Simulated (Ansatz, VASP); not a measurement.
## One calculation of BiB, two programs

```
B Bi
1.0
     0.00000    2.62683    2.62683
     2.62683    0.00000    2.62683
     2.62683    2.62683    0.00000
B Bi
1 1
Direct
  0.00000 0.00000 0.00000
  0.50000 0.50000 0.50000
```

Alike in both runs: task single point; functional HSE06; k mesh 4 × 4 × 4; occupations fermi-dirac, width 0.02 eV; no spin polarisation.

|  | VASP | Ansatz |
| --- | --- | --- |
| version | VASP 6.6.1 | Ansatz 0.2.0 |
| potentials or method | VASP PAW PBE potentials, release 64 (B, Bi_d) | plane waves, PAW |
| plane-wave cutoff (eV) | 520 | 420 |
| valence electrons in the cell | 18 | 18 |

|  | VASP | Ansatz | Ansatz less VASP |
| --- | --- | --- | --- |
| pressure (GPa) | 0.7 | 0.7 | 0.00 |

Ansatz's warnings: filled band counts differ across k points, stress exchange threshold loose, stress scf threshold loose.

The k mesh is coarse, so the values compare programs but aren't converged. Spin-orbit coupling is off throughout.
